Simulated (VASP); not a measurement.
# InGa (F-43m) in VASP: further runs

The runs below take InGa through single point, relaxation of cell and atoms, with PBEsol.

All numbers are computed with VASP 6.6.1; they aren't measurements. Logs are shortened: lines on timing, memory, paths and dates and some standing lists are left out, and cuts for length are marked.

### Step 1. The cell of the first run

The structure is cubic, space group F-43m (No. 216). Conventional cell: a = 6.169 Å, b = 6.169 Å, c = 6.169 Å, α = 90.00°, β = 90.00°, γ = 90.00°. In (site symmetry -43m) has 4 Ga at 2.67 Å within 3.5 Å. Within 3.5 Å of Ga (site symmetry -43m) lie 4 In at 2.67 Å.

### Step 2. Single point, PBEsol

Contents of INCAR:

```
PREC     = Accurate       # precision mode
ENCUT    = 520            # plane-wave cutoff, eV
EDIFF    = 1E-6           # SCF threshold, eV
ISMEAR   = 0              # smearing method
SIGMA    = 0.1            # smearing width, eV
LREAL    = False          # projectors in reciprocal space
LASPH    = True           # aspherical terms in the spheres
NELM     = 100            # most SCF steps
ALGO     = Normal         # electronic algorithm
ISIF     = 2              # what is computed and relaxed
LWAVE    = False          # write WAVECAR
LCHARG   = False          # write CHGCAR
GGA      = PS             # functional
NBANDS   = 20             # bands
```

Contents of KPOINTS:

```
regular mesh
0
Gamma
  12 12 12
```

Contents of POSCAR:

```
InGa
1.0
    0.0000000000      3.0846670807      3.0846670807
    3.0846670807      0.0000000000      3.0846670807
    3.0846670807      3.0846670807      0.0000000000
In Ga
1 1
Direct
    0.0000000000      0.0000000000      0.0000000000
    0.7500000000      0.7500000000      0.7500000000
```

Potentials or basis: VASP PAW PBE potentials, release 64 (In_d, Ga_d).

Run with:

```bash
cat potpaw_PBE.64/In_d/POTCAR potpaw_PBE.64/Ga_d/POTCAR > POTCAR
mpirun -np 1 vasp_std > vasp.out
```

OUTCAR:

```text
PREC = Accurate
   ENCUT = 520
   EDIFF = 1E-6
   ISMEAR = 0
   LREAL = False
   LASPH = True
   NELM = 100
   ISIF = 2
   GGA = PS

 ion  position               nearest neighbor table
   1  0.000  0.000  0.000-   2 2.67   2 2.67   2 2.67   2 2.67
   2  0.750  0.750  0.750-   1 2.67   1 2.67   1 2.67   1 2.67

  LATTYP: Found a face centered cubic cell.
 ALAT       =     6.1693341614

  Lattice vectors:

 A1 = (   0.0000000000,   3.0846670807,   3.0846670807)
 A2 = (   3.0846670807,   0.0000000000,   3.0846670807)
 A3 = (   3.0846670807,   3.0846670807,   0.0000000000)

Analysis of symmetry for initial positions (statically):
=====================================================================
 Subroutine PRICEL returns:
 Original cell was already a primitive cell.

 Routine SETGRP: Setting up the symmetry group for a
 face centered cubic supercell.

 Subroutine GETGRP returns: Found 24 space group operations
 (whereof 24 operations were pure point group operations)
 out of a pool of 48 trial point group operations.

The static configuration has the point symmetry T_d .

Analysis of symmetry for dynamics (positions and initial velocities):
=====================================================================
 Subroutine PRICEL returns:
 Original cell was already a primitive cell.

 Routine SETGRP: Setting up the symmetry group for a
 face centered cubic supercell.

 Subroutine GETGRP returns: Found 24 space group operations
 (whereof 24 operations were pure point group operations)
 out of a pool of 48 trial point group operations.

The dynamic configuration has the point symmetry T_d .

 Subroutine INISYM returns: Found 24 space group operations
 (whereof 24 operations are pure point group operations),
 and found     1 'primitive' translations

----------------------------------------------------------------------------------------

                                     Primitive cell

  volume of cell :      58.7023

  direct lattice vectors                    reciprocal lattice vectors
     0.000000000  3.084667081  3.084667081    -0.162092047  0.162092047  0.162092047
     3.084667081  0.000000000  3.084667081     0.162092047 -0.162092047  0.162092047
     3.084667081  3.084667081  0.000000000     0.162092047  0.162092047 -0.162092047

  length of vectors
     4.362378021  4.362378021  4.362378021     0.280751660  0.280751660  0.280751660

  position of ions in fractional coordinates (direct lattice)
[... 76 lines left out ...]
   LASPH  =      T    aspherical Exc in radial PAW
   ENCUT  =  520.0 eV  38.22 Ry    6.18 a.u.   8.11  8.11  8.11*2*pi/ulx,y,z
   NELM   =    100;   NELMIN=  2; NELMDL= -5     # of ELM steps
   EDIFF  = 0.1E-05   stopping-criterion for ELM
   LREAL  =      F    real-space projection
   EDIFFG = 0.1E-04   stopping-criterion for IOM
   NSW    =      0    number of steps for IOM
   IBRION =     -1    ionic relax: 0-MD 1-quasi-New 2-CG
   NFREE  =      0    steps in history (QN), initial steepest desc. (CG)
   ISIF   =      2    stress and relaxation
   ISYM   =      2    0-nonsym 1-usesym 2-fastsym
   POTIM  = 0.5000    time-step for ionic-motion
   TEBEG  =    0.0;   TEEND  =   0.0 temperature during run
   PSTRESS=    0.0 pullay stress
   NELECT =      26.0000    total number of electrons
   NUPDOWN=      -1.0000    fix difference up-down
   EMIN   =  10.00;   EMAX   =-10.00  energy-range for DOS
   EFERMI =   0.00;   METHOD = LEGACY
   ISMEAR =     0;   SIGMA  =   0.10  broadening in eV -4-tet -1-fermi 0-gaus
   EFERMI_NEDOS =   21; number of points for ismear=-14 and -15
   IALGO  =     38    algorithm
   IMIX   =      4    mixing-type and parameters
     AMIX     =   0.40;   BMIX     =  1.00
     AMIX_MAG =   1.60;   BMIX_MAG =  1.00
  volume/ion in A,a.u.               =      29.35       198.07
  Fermi-wavevector in a.u.,A,eV,Ry     =   1.247903  2.358196 21.187849  1.557263
  Thomas-Fermi vector in A             =   2.382014
   LORBIT       =      0    0 simple, 1 ext, 2 COOP (PROOUT), +10 PAW based schemes
   GGA     = PS    functional components
   LHFCALC =     F    Hartree Fock is set to
   AEXX    =    0.0000 exact exchange contribution
   IVDW    =     0    specifies the selected vdW correction
   LEPSILON=     F    determine dielectric tensor
   LRPA    =     F    only Hartree local field effects (RPA)
 non-spin polarized calculation
 Gauss-broadening in eV      SIGMA  =   0.10
  energy-cutoff  :      520.00
  volume of cell :       58.70
 maximum number of plane-waves:      1604
   NGX = 17   NGY = 17   NGZ = 17

 number of electron      26.0000010 magnetization

 Free energy of the ion-electron system (eV)
  ---------------------------------------------------
  ext. energy  EPLUGINS =         0.00000000
  ---------------------------------------------------
  free energy    TOTEN  =        -5.54993032 eV

  energy without entropy =       -5.54320500  energy(sigma->0) =       -5.54656766

 E-fermi :   3.5714     XC(G=0):  -9.2269

 val. band max:        3.5698584220   @ k =  -0.4167   0.3333   0.0000
 cond. band min:       3.5730115755   @ k =  -0.3333   0.3333   0.0833
 fundamental gap:      0.0031531534
 Fermi energy:         3.5714103261

 k-point     1 :       0.0000    0.0000    0.0000
  band No.  band energies     occupation
      1     -11.1664      2.00000
      2     -11.1664      2.00000
      3     -11.1664      2.00000
      4     -11.1219      2.00000
      5     -11.1219      2.00000
      6     -10.5581      2.00000
[... 541 lines left out ...]
     19      13.1890      0.00000
     20      13.9190      0.00000

 [... further k-points ...]

------------------------ aborting loop because EDIFF is reached ----------------------------------------

  FORCE on cell =-STRESS in cart. coord.  units (eV):
  Direction    XX          YY          ZZ          XY          YZ          ZX
  --------------------------------------------------------------------------------------
  -------------------------------------------------------------------------------------
  Total       -0.0077285     -0.0077285     -0.0077285      0.0000000     -0.0000000      0.0000000
  in kB       -0.2109356     -0.2109356     -0.2109356      0.0000000     -0.0000000      0.0000000
  external PRESSURE =      -0.2109356 kB  Pullay stress =       0.0000000 kB

 VOLUME and BASIS-vectors are now :
 -----------------------------------------------------------------------------
  energy-cutoff  :      520.00
  volume of cell :       58.70
      direct lattice vectors                 reciprocal lattice vectors
     0.000000000  3.084667081  3.084667081    -0.162092047  0.162092047  0.162092047
     3.084667081  0.000000000  3.084667081     0.162092047 -0.162092047  0.162092047
     3.084667081  3.084667081  0.000000000     0.162092047  0.162092047 -0.162092047

 POSITION                                       TOTAL-FORCE (eV/Angst)
 -----------------------------------------------------------------------------------
      0.00000      0.00000      0.00000        -0.000000     -0.000000     -0.000000
      4.62700      4.62700      4.62700         0.000000      0.000000      0.000000
 -----------------------------------------------------------------------------------
    total drift:                                0.000001      0.000001      0.000001

  FREE ENERGIE OF THE ION-ELECTRON SYSTEM (eV)
  ---------------------------------------------------
  free  energy   TOTEN  =        -5.5499303181 eV

  energy  without entropy=       -5.5432050042  energy(sigma->0) =       -5.54656766
```

OSZICAR:

```text
N       E                     dE             d eps       ncg     rms          rms(c)
DAV:   1     0.182211916246E+03    0.18221E+03   -0.12765E+04  2884   0.191E+03
DAV:   2     0.116427148974E+02   -0.17057E+03   -0.16741E+03  2924   0.394E+02
DAV:   3    -0.511045721740E+01   -0.16753E+02   -0.16678E+02  3284   0.121E+02
DAV:   4    -0.559569675221E+01   -0.48524E+00   -0.48499E+00  3384   0.221E+01
DAV:   5    -0.561978854181E+01   -0.24092E-01   -0.24090E-01  4192   0.428E+00    0.302E+00
DAV:   6    -0.556061305344E+01    0.59175E-01   -0.11497E-01  3652   0.607E+00    0.149E+00
DAV:   7    -0.555050491911E+01    0.10108E-01   -0.37286E-02  4504   0.335E+00    0.318E-01
DAV:   8    -0.554987142061E+01    0.63350E-03   -0.68527E-03  3260   0.101E+00    0.524E-02
DAV:   9    -0.554992374363E+01   -0.52323E-04   -0.30625E-04  3840   0.280E-01    0.274E-02
DAV:  10    -0.554992925408E+01   -0.55105E-05   -0.34377E-05  3816   0.926E-02    0.768E-03
DAV:  11    -0.554993028830E+01   -0.10342E-05   -0.31383E-06  2896   0.173E-02    0.255E-03
DAV:  12    -0.554993031813E+01   -0.29829E-07   -0.36958E-07  1968   0.743E-03
   1 F= -.55499303E+01 E0= -.55465677E+01  d E =-.672531E-02
```

stdout:

```text
POSCAR found type information on POSCAR InGa
 POSCAR found :  2 types and       2 ions
 scaLAPACK will be used
 -----------------------------------------------------------------------------
|                                                                             |
|                                                                             |
|     You enforced a specific xc type in the INCAR file but a different       |
|     I HOPE YOU KNOW WHAT YOU ARE DOING!                                     |
|                                                                             |
 -----------------------------------------------------------------------------

 LDA part: xc-table for (Slater+PW92), standard interpolation
 POSCAR, INCAR and KPOINTS ok, starting setup
 FFT: planning ... GRIDC
 FFT: planning ... GRID_SOFT
 FFT: planning ... GRID
 WAVECAR not read
 entering main loop
```

Wall time 25 s (1 thread of Intel Xeon 6975P-C (Granite Rapids), shared host); peak memory 0.23 GiB.

What came out:

```
Free energy            : -5.5499 eV
Pressure               : 0.0 GPa
Band gap on the k mesh : zero (bands 13 and 14 overlap by 3.98 eV)
```

Caveat: the PAW data sets were made with another functional, which shifts forces and pressure a little; spin-orbit coupling is left out, which moves the levels of the heavy elements.

### Step 3. Relaxation of cell and atoms, PBEsol

This run uses another cell than the first one, of 30.55 Å³/atom.

Contents of INCAR:

```
ALGO = Normal
EDIFF = 1E-7
EDIFFG = -0.005
ENCUT = 600
GGA = PS
IBRION = 2
ISIF = 3
ISMEAR = 0
LASPH = True
LCHARG = False
LREAL = False
LWAVE = False
NELM = 100
NSW = 100
PREC = Accurate
SIGMA = 0.1
```

Contents of KPOINTS:

```
k-points
0
Gamma
  12 12 12
```

Contents of POSCAR:

```
InGa
1.0
    0.0000000000      3.1260835522      3.1260835522
    3.1260835522      0.0000000000      3.1260835522
    3.1260835522      3.1260835522      0.0000000000
In Ga
1 1
Direct
    0.0000000000      0.0000000000      0.0000000000
    0.7500000000      0.7500000000      0.7500000000
```

Potentials or basis: VASP PAW PBE potentials, release 64 (In_d, Ga_d).

Run with:

```bash
cat potpaw_PBE.64/In_d/POTCAR potpaw_PBE.64/Ga_d/POTCAR > POTCAR
mpirun -np 1 vasp_std > vasp.out
```

OUTCAR:

```text
EDIFF = 1E-7
   EDIFFG = -0.005
   ENCUT = 600
   GGA = PS
   IBRION = 2
   ISIF = 3
   ISMEAR = 0
   LASPH = True
   LREAL = False
   NELM = 100
   NSW = 100
   PREC = Accurate

 ion  position               nearest neighbor table
   1  0.000  0.000  0.000-   2 2.71   2 2.71   2 2.71   2 2.71
   2  0.750  0.750  0.750-   1 2.71   1 2.71   1 2.71   1 2.71

  LATTYP: Found a face centered cubic cell.
 ALAT       =     6.2521671044

  Lattice vectors:

 A1 = (   0.0000000000,   3.1260835522,   3.1260835522)
 A2 = (   3.1260835522,   0.0000000000,   3.1260835522)
 A3 = (   3.1260835522,   3.1260835522,   0.0000000000)

Analysis of symmetry for initial positions (statically):
=====================================================================
 Subroutine PRICEL returns:
 Original cell was already a primitive cell.

 Routine SETGRP: Setting up the symmetry group for a
 face centered cubic supercell.

 Subroutine GETGRP returns: Found 24 space group operations
 (whereof 24 operations were pure point group operations)
 out of a pool of 48 trial point group operations.

The static configuration has the point symmetry T_d .

[... 168 lines left out ...]
  -------------------------------------------------------------------------------------
  Total       -0.4748031     -0.4748031     -0.4748031      0.0000000     -0.0000000     -0.0000000
  in kB      -12.4506603    -12.4506603    -12.4506603      0.0000000     -0.0000000     -0.0000000
  external PRESSURE =     -12.4506603 kB  Pullay stress =       0.0000000 kB
[... 59 lines left out ...]
--------------------------------------- Ionic step        3  -------------------------------------------

 number of electron      25.9999992 magnetization

 Free energy of the ion-electron system (eV)
  ---------------------------------------------------
  ext. energy  EPLUGINS =         0.00000000
  ---------------------------------------------------
  free energy    TOTEN  =        -5.55047292 eV

  energy without entropy =       -5.54374904  energy(sigma->0) =       -5.54711098

 E-fermi :   3.5687     XC(G=0):  -9.2252

 val. band max:        3.5672363115   @ k =  -0.4167   0.3333   0.0000
 cond. band min:       3.5704044433   @ k =  -0.3333   0.3333   0.0833
 fundamental gap:      0.0031681317
 Fermi energy:         3.5686938069

 k-point     1 :       0.0000    0.0000    0.0000
  band No.  band energies     occupation
      1     -11.1697      2.00000
      2     -11.1697      2.00000
      3     -11.1697      2.00000
      4     -11.1252      2.00000
      5     -11.1252      2.00000
      6     -10.5610      2.00000
[... 457 lines left out ...]
      4     -11.0674      2.00000
      5     -11.0585      2.00000
      6     -10.6377      2.00000
[... 9 lines left out ...]
     16       9.1076      0.00000
     17       9.9572      0.00000

 [... further k-points ...]

------------------------ aborting loop because EDIFF is reached ----------------------------------------

  FORCE on cell =-STRESS in cart. coord.  units (eV):
  Direction    XX          YY          ZZ          XY          YZ          ZX
  --------------------------------------------------------------------------------------
  -------------------------------------------------------------------------------------
  Total        0.0037913      0.0037913      0.0037913      0.0000000      0.0000000      0.0000000
  in kB        0.1034389      0.1034389      0.1034389      0.0000000      0.0000000      0.0000000
  external PRESSURE =       0.1034389 kB  Pullay stress =       0.0000000 kB
[... 17 lines left out ...]
  FREE ENERGIE OF THE ION-ELECTRON SYSTEM (eV)
  ---------------------------------------------------
  free  energy   TOTEN  =        -5.5504729152 eV

  energy  without entropy=       -5.5437490398  energy(sigma->0) =       -5.54711098

 reached required accuracy - stopping structural energy minimisation
```

OSZICAR:

```text
N       E                     dE             d eps       ncg     rms          rms(c)
DAV:   1     0.169183796360E+03    0.16918E+03   -0.14336E+04  2448   0.243E+03
[... 27 lines left out ...]
DAV:   3    -0.555059409762E+01    0.11596E-02   -0.29652E-03  2772   0.102E+00    0.827E-02
DAV:   4    -0.555054412578E+01    0.49972E-04   -0.90583E-05  2677   0.114E-01    0.666E-02
DAV:   5    -0.555047282495E+01    0.71301E-04   -0.51222E-05  2678   0.119E-01    0.754E-03
DAV:   6    -0.555047287953E+01   -0.54577E-07   -0.73235E-06  3020   0.909E-02    0.384E-03
DAV:   7    -0.555047309779E+01   -0.21827E-06   -0.68892E-07  3207   0.126E-02    0.261E-03
DAV:   8    -0.555047289799E+01    0.19980E-06   -0.35468E-07  2182   0.269E-02    0.529E-04
DAV:   9    -0.555047291516E+01   -0.17171E-07   -0.25556E-08  1309   0.200E-03
   3 F= -.55504729E+01 E0= -.55471110E+01  d E =-.959557E-02
```

It took 2 min on 1 thread of Intel Xeon 6975P-C (Granite Rapids), shared host; peak memory 0.28 GiB.

What came out:

| Property | Result |
| --- | --- |
| Free energy | -5.5505 eV |
| Relaxed volume | 29.36 Å³/atom |
| Relaxed cell | a = 4.363 Å, b = 4.363 Å, c = 4.363 Å, α = 60.00°, β = 60.00°, γ = 60.00° |
| Space group after relaxing (to 0.1 Å) | F-43m (No. 216) |
| Energy gained by relaxing | 4.8 meV/atom |
| Ionic steps | 3 |
| Pressure after relaxing | 0.0 GPa |
| Band gap on the k mesh | zero (bands 13 and 14 overlap by 3.97 eV) |

The path:
```csv
step,energy change (eV),largest force (eV/Å),pressure (GPa),volume (Å³)
1,0.0000,0.0000,-1.25,61.10
2,-0.0094,0.0000,-0.18,59.02
3,-0.0096,0.0000,0.01,58.72
```

Final structure:
```cif
data_structure
_symmetry_space_group_name_H-M 'P 1'
_symmetry_Int_Tables_number 1
_cell_length_a 4.3629
_cell_length_b 4.3629
_cell_length_c 4.3629
_cell_angle_alpha 60.000
_cell_angle_beta 60.000
_cell_angle_gamma 60.000
_cell_volume 58.72
loop_
_atom_site_label
_atom_site_type_symbol
_atom_site_fract_x
_atom_site_fract_y
_atom_site_fract_z
_atom_site_occupancy
In1 In 0.00000 0.00000 0.00000 1
Ga1 Ga 0.75000 0.75000 0.75000 1
```

Levels at points of the mesh, in eV from the Fermi level:
```
           k point  band 10  band 11  band 12  band 13  band 14  band 15  band 16  band 17
(0.00, 0.00, 0.00)   -14.04    -8.84     2.67     2.67     2.67     2.94     4.56     4.56
(0.50, 0.00, 0.00)   -14.03    -6.81    -4.33     1.23     1.23     2.71     5.49     5.49
(0.50, 0.50, 0.00)   -14.01    -5.51    -4.88    -0.47    -0.47     2.50     2.85    11.02
```

Caveat: the PAW data sets were made with another functional, which shifts forces and pressure a little; spin-orbit coupling is left out, which moves the levels of the heavy elements.
